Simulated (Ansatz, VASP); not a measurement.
One calculation of Ge, two programs

```
Ge
1.0
     2.84812    0.00000    0.00000
    -1.42406    2.46654    0.00000
     0.00000    0.00000    2.80431
Ge
1
Direct
  0.00000 0.00000 0.50000
```

Alike in both runs: task relaxation of cell and atoms; functional PBE; k mesh 24 × 24 × 20; occupations gaussian, width 0.1 eV; no spin polarisation.

|  | VASP | Ansatz |
| --- | --- | --- |
| version | VASP 6.6.1 | Ansatz 0.2.0 |
| potentials or method | VASP PAW PBE potentials, release 64 (Ge_d), cutoff 600 eV | scalar-relativistic, plane waves, PAW |
| valence electrons in the cell | 14 | 14 |

VASP gave:

| Item | Value |
| --- | --- |
| gap on the k mesh at the Fermi level, each at its own relaxed structure (eV) | none |
| relaxed volume (Å³/atom) | 19.35 |
| relaxed cell length with the largest relative difference (Å) | 2.880 |

What did Ansatz give for the same quantities?

gap on the k mesh at the Fermi level, each at its own relaxed structure (eV): none; relaxed volume (Å³/atom): 19.33; relaxed cell length with the largest relative difference (Å): 2.879.

A gap of «none» marks a metal or a gap that the smearing closes.
